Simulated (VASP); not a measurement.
# CdS in VASP: further runs, part 2 of 2

VASP 6.6.1. Earlier steps stand in the parts before.

## (4) Single point, r2SCAN (epitaxial 111 strain -2.3%)

File POSCAR:

```
CdS
1.0
    0.0853734102      2.9575741518      2.9575741518
    2.9575741518      0.0853734102      2.9575741518
    2.9575741518      2.9575741518      0.0853734102
Cd S
1 1
Direct
    0.0032349636      0.0032349636      0.0032349636
    0.2467650364      0.2467650364      0.2467650364
```

File INCAR.step1:

```
  PREC = Accurate
  ENCUT = 520
  ISMEAR = 0
  SIGMA = 0.01
  LREAL = False
  LASPH = True
  NELM = 100
  NBANDS = 16
  GGA = PE
  ALGO = Normal
  EDIFF = 1E-4
  LWAVE = True
  LCHARG = False
```

File INCAR.step2:

```
  PREC = Accurate
  ENCUT = 520
  EDIFF = 1E-6
  ISMEAR = 0
  SIGMA = 0.01
  LREAL = False
  LASPH = True
  NELM = 100
  ALGO = Normal
  ISIF = 2
  LWAVE = False
  LCHARG = True
  METAGGA = R2SCAN
  LMIXTAU = True
  LELF = True
  LVHAR = True
  NBANDS = 16
  ISTART = 1
```

File KPOINTS:

```
Automatic mesh
0
Gamma
  8 8 8
```

Potentials or basis: VASP PAW PBE potentials, release 64 (Cd, S).

On the command line:

```bash
$ cat potpaw_PBE.64/Cd/POTCAR potpaw_PBE.64/S/POTCAR > POTCAR
$ cp INCAR.step1 INCAR
$ mpirun -np 1 vasp_std > vasp.out
$ cp INCAR.step2 INCAR
$ mpirun -np 1 vasp_std > vasp.out
```

OUTCAR:

```text
PREC = Accurate
   ENCUT = 520
   EDIFF = 1E-6
   ISMEAR = 0
   LREAL = False
   LASPH = True
   NELM = 100
   ISIF = 2
   METAGGA = R2SCAN
   ISTART = 1

 ion  position               nearest neighbor table
   1  0.003  0.003  0.003-   2 2.52   2 2.52   2 2.52   2 2.53
   2  0.247  0.247  0.247-   1 2.52   1 2.52   1 2.52   1 2.53

  LATTYP: Found a trigonal (rhomboedric) cell.
 ALAT       =     4.1835126803
 COS(alpha) =     0.5286457789

  Lattice vectors:

 A1 = (   0.0853734102,   2.9575741518,   2.9575741518)
 A2 = (   2.9575741518,   0.0853734102,   2.9575741518)
 A3 = (   2.9575741518,   2.9575741518,   0.0853734102)

Analysis of symmetry for initial positions (statically):
=====================================================================
 Subroutine PRICEL returns:
 Original cell was already a primitive cell.

 Routine SETGRP: Setting up the symmetry group for a
 trigonal (rhombohedral) supercell.

 Subroutine GETGRP returns: Found  6 space group operations
 (whereof  6 operations were pure point group operations)
 out of a pool of 12 trial point group operations.

The static configuration has the point symmetry C_3v.

Analysis of symmetry for dynamics (positions and initial velocities):
=====================================================================
 Subroutine PRICEL returns:
 Original cell was already a primitive cell.

 Routine SETGRP: Setting up the symmetry group for a
 trigonal (rhombohedral) supercell.

 Subroutine GETGRP returns: Found  6 space group operations
 (whereof  6 operations were pure point group operations)
 out of a pool of 12 trial point group operations.

The dynamic configuration has the point symmetry C_3v.

 Subroutine INISYM returns: Found  6 space group operations
 (whereof  6 operations are pure point group operations),
 and found     1 'primitive' translations

[... 107 lines left out ...]
   EMIN   =  10.00;   EMAX   =-10.00  energy-range for DOS
   EFERMI =   0.00;   METHOD = LEGACY
   ISMEAR =     0;   SIGMA  =   0.01  broadening in eV -4-tet -1-fermi 0-gaus
   EFERMI_NEDOS =   21; number of points for ismear=-14 and -15
   IALGO  =     38    algorithm
   IMIX   =      4    mixing-type and parameters
     AMIX     =   0.40;   BMIX     =  1.00
     AMIX_MAG =   1.60;   BMIX_MAG =  1.00
  volume/ion in A,a.u.               =      24.75       167.03
  Fermi-wavevector in a.u.,A,eV,Ry     =   1.168493  2.208132 18.577069  1.365376
  Thomas-Fermi vector in A             =   2.304979
   LORBIT       =      0    0 simple, 1 ext, 2 COOP (PROOUT), +10 PAW based schemes
   METAGGA = R2SCAN    functional components
   LHFCALC =     F    Hartree Fock is set to
   AEXX    =    0.0000 exact exchange contribution
   IVDW    =     0    specifies the selected vdW correction
   LEPSILON=     F    determine dielectric tensor
   LRPA    =     F    only Hartree local field effects (RPA)
 non-spin polarized calculation
 Gauss-broadening in eV      SIGMA  =   0.01
  energy-cutoff  :      520.00
  volume of cell :       49.50
 maximum number of plane-waves:      1352
   NGX = 15   NGY = 15   NGZ = 15

 number of electron      18.0000001 magnetization

 Free energy of the ion-electron system (eV)
  ---------------------------------------------------
  ext. energy  EPLUGINS =         0.00000000
  ---------------------------------------------------
  free energy    TOTEN  =       -29.66697485 eV

  energy without entropy =      -29.66697485  energy(sigma->0) =      -29.66697485

 E-fermi :   1.2044     XC(G=0):  -9.7474

 val. band max:        1.1317279210   @ k =   0.0000   0.0000   0.0000
 cond. band min:       2.6396516889   @ k =   0.0000   0.0000   0.0000
 fundamental gap:      1.5079237679
 Fermi energy:         1.2043778251

 k-point     1 :       0.0000    0.0000    0.0000
  band No.  band energies     occupation
      1     -11.8134      2.00000
      2      -6.9248      2.00000
      3      -6.8929      2.00000
      4      -6.8929      2.00000
      5      -6.3915      2.00000
      6      -6.3915      2.00000
[... 433 lines left out ...]
      3      -6.7861      2.00000
      4      -6.5061      2.00000
      5      -6.3966      2.00000
      6      -6.3506      2.00000
[... 8 lines left out ...]
     15      13.0153      0.00000
     16      13.8113      0.00000

 [... further k-points ...]
[... 5 lines left out ...]
  --------------------------------------------------------------------------------------
  -------------------------------------------------------------------------------------
  Total        0.5770000      0.5770000      0.5770000     -0.2394457     -0.2394457     -0.2394457
  in kB       18.6753092     18.6753092     18.6753092     -7.7499532     -7.7499532     -7.7499532
  external PRESSURE =      18.6753092 kB  Pullay stress =       0.0000000 kB

 VOLUME and BASIS-vectors are now :
 -----------------------------------------------------------------------------
  energy-cutoff  :      520.00
  volume of cell :       49.50
      direct lattice vectors                 reciprocal lattice vectors
     0.085373410  2.957574152  2.957574152    -0.176559328  0.171605752  0.171605752
     2.957574152  0.085373410  2.957574152     0.171605752 -0.176559328  0.171605752
     2.957574152  2.957574152  0.085373410     0.171605752  0.171605752 -0.176559328

 POSITION                                       TOTAL-FORCE (eV/Angst)
 -----------------------------------------------------------------------------------
      0.01941      0.01941      0.01941         0.004995      0.004995      0.004995
      1.48072      1.48072      1.48072        -0.004995     -0.004995     -0.004995
 -----------------------------------------------------------------------------------
    total drift:                               -0.000458     -0.000458     -0.000458

  FREE ENERGIE OF THE ION-ELECTRON SYSTEM (eV)
  ---------------------------------------------------
  free  energy   TOTEN  =       -29.6669748506 eV

  energy  without entropy=      -29.6669748506  energy(sigma->0) =      -29.66697485
```

OUTCAR.step1:

```text
PREC = Accurate
   ENCUT = 520
   ISMEAR = 0
   LREAL = False
   LASPH = True
[... 678 lines left out ...]
      0.01941      0.01941      0.01941         0.003852      0.003852      0.003852
      1.48072      1.48072      1.48072        -0.003852     -0.003852     -0.003852
 -----------------------------------------------------------------------------------
    total drift:                               -0.000721     -0.000721     -0.000721

  FREE ENERGIE OF THE ION-ELECTRON SYSTEM (eV)
  ---------------------------------------------------
  free  energy   TOTEN  =        -6.1093145179 eV

  energy  without entropy=       -6.1093145179  energy(sigma->0) =       -6.10931452
```

Run time: 83 s. Hardware: 1 thread of AMD EPYC 9R45 (Zen 5), shared host; peak memory 0.19 GiB.

Results:

- Free energy: -29.6670 eV
- Pressure: 1.9 GPa
- Largest force: 0.009 eV/Å
- Band gap on the k mesh: 1.51 eV, direct

Forces in eV/Å, atoms in the order of the input:
```
Cd   0.005  0.005  0.005
S   -0.005 -0.005 -0.005
```

Levels at points of the mesh, in eV from the valence-band top:
| k point | band 5 | band 6 | band 7 | band 8 | band 9 | band 10 | band 11 | band 12 | band 13 | band 14 |
| --- | --- | --- | --- | --- | --- | --- | --- | --- | --- | --- |
| (0.00, 0.00, 0.00) | -7.52 | -7.52 | -0.20 | 0.00 | 0.00 | 1.51 | 6.69 | 7.21 | 7.21 | 11.91 |
| (0.50, 0.00, 0.00) | -7.47 | -7.11 | -4.49 | -0.97 | -0.75 | 3.32 | 7.31 | 7.35 | 7.90 | 11.51 |
| (0.50, 0.50, 0.00) | -7.43 | -7.07 | -4.04 | -2.11 | -1.86 | 3.71 | 4.76 | 9.68 | 11.48 | 11.55 |
| (0.50, 0.50, 0.50) | -7.49 | -7.20 | -4.66 | -0.73 | -0.73 | 3.71 | 7.66 | 7.69 | 7.69 | 11.68 |

Caveat: the cell differs from its parent crystal (epitaxial 111 strain -2.3%); the PAW data sets were made with another functional, which shifts forces and pressure a little.

## (5) Single point, r2SCAN (shear xy strain -4.9%)

File POSCAR:

```
CdS
1.0
   -0.0717168421      2.9392148400      2.9392148400
    2.9392148400     -0.0717168421      2.9392148400
    2.8674979979      2.8674979979      0.0000000000
Cd S
1 1
Direct
   -0.0053866617     -0.0053866617      0.0053866617
    0.2553866617      0.2553866617      0.2446133383
```

File INCAR.step1:

```
SYSTEM = CdS
PREC = Accurate ; ENCUT = 520
ISMEAR = 0 ; SIGMA = 0.01
LREAL = .FALSE. ; LASPH = .TRUE.
NELM = 100 ; NBANDS = 16
GGA = PE ; ALGO = Normal
EDIFF = 1E-4 ; LWAVE = .TRUE.
LCHARG = .FALSE.
```

File INCAR.step2:

```
SYSTEM = CdS
PREC = Accurate ; ENCUT = 520
EDIFF = 1E-7 ; ISMEAR = 0
SIGMA = 0.01 ; LREAL = .FALSE.
LASPH = .TRUE. ; NELM = 100
ALGO = Normal ; ISIF = 2
LWAVE = .FALSE. ; LCHARG = .TRUE.
METAGGA = R2SCAN ; LMIXTAU = .TRUE.
LELF = .TRUE. ; LVHAR = .TRUE.
NBANDS = 16 ; ISTART = 1
```

File KPOINTS:

```
Automatic mesh
0
G
  8 8 8
  0 0 0
```

On the command line:

```bash
$ cat potpaw_PBE.64/Cd/POTCAR potpaw_PBE.64/S/POTCAR > POTCAR
$ cp INCAR.step1 INCAR
$ mpirun -np 1 vasp_std > vasp.out
$ cp INCAR.step2 INCAR
$ mpirun -np 1 vasp_std > vasp.out
```

Run time: 2.4 min. Hardware: 1 thread of AMD EPYC 9R45 (Zen 5), shared host; peak memory 0.2 GiB.

The run converged. Its results:

```
Free energy            : -29.6762 eV
Pressure               : 0.2 GPa
Largest force          : 0.006 eV/Å
Band gap on the k mesh : 1.42 eV, direct
```

Forces on the atoms (eV/Å):
```
Cd   0.000  0.000 -0.006
S    0.000  0.000  0.006
```

Stress tensor (GPa, compression positive):
```
0.25 1.28 0.00
1.28 0.25 0.00
0.00 0.00 0.23
```

Levels at points of the mesh, in eV from the valence-band top:
| k point | band 6 | band 7 | band 8 | band 9 | band 10 | band 11 | band 12 | band 13 |
| --- | --- | --- | --- | --- | --- | --- | --- | --- |
| (0.00, 0.00, 0.00) | -7.50 | -0.19 | -0.11 | 0.00 | 1.42 | 6.70 | 7.01 | 7.31 |
| (0.50, 0.00, 0.00) | -7.17 | -4.48 | -0.86 | -0.69 | 3.49 | 7.45 | 7.56 | 7.69 |
| (0.50, 0.50, 0.00) | -7.07 | -3.97 | -2.14 | -1.73 | 3.61 | 4.81 | 9.59 | 11.26 |
| (0.00, 0.00, 0.50) | -7.11 | -4.35 | -0.96 | -0.80 | 3.18 | 7.23 | 7.24 | 7.82 |
| (0.50, 0.00, 0.50) | -7.08 | -3.96 | -1.93 | -1.93 | 3.77 | 4.63 | 9.50 | 11.25 |

Caveat: the cell differs from its parent crystal (shear xy strain -4.9%); the PAW data sets were made with another functional, which shifts forces and pressure a little.

## (6) Overview

| level | cell | smearing | gap on the mesh (eV) | pressure (GPa) | largest force (eV/Å) |
| --- | --- | --- | --- | --- | --- |
| r2SCAN | a = 4.182, b = 4.182, c = 4.157 Å, angles 60.2, 60.2, 59.6°, 2 atoms | gaussian 0.01 eV | 1.50 | -0.4 | - |
| PBE | a = 4.157, b = 4.157, c = 4.055 Å, angles 60.8, 60.8, 61.6°, 2 atoms | fermi-dirac 0.02 eV | 0.98 | 1.7 | - |
| r2SCAN | a = 4.184 Å, angles 58.1°, 2 atoms | gaussian 0.01 eV | 1.51 | 1.9 | 0.01 |
| r2SCAN | a = 4.157, b = 4.157, c = 4.055 Å, angles 60.8, 60.8, 61.6°, 2 atoms | gaussian 0.01 eV | 1.42 | 0.2 | 0.01 |

Alike in all rows: task single point; potentials or basis VASP PAW PBE potentials, release 64 (Cd, S); no spin polarisation; k mesh 8 × 8 × 8; cutoff (eV) 520.

Caveats: the PAW data sets were made with another functional, which shifts forces and pressure a little (some runs).

Absolute energies hang on the potentials; compare differences alone.
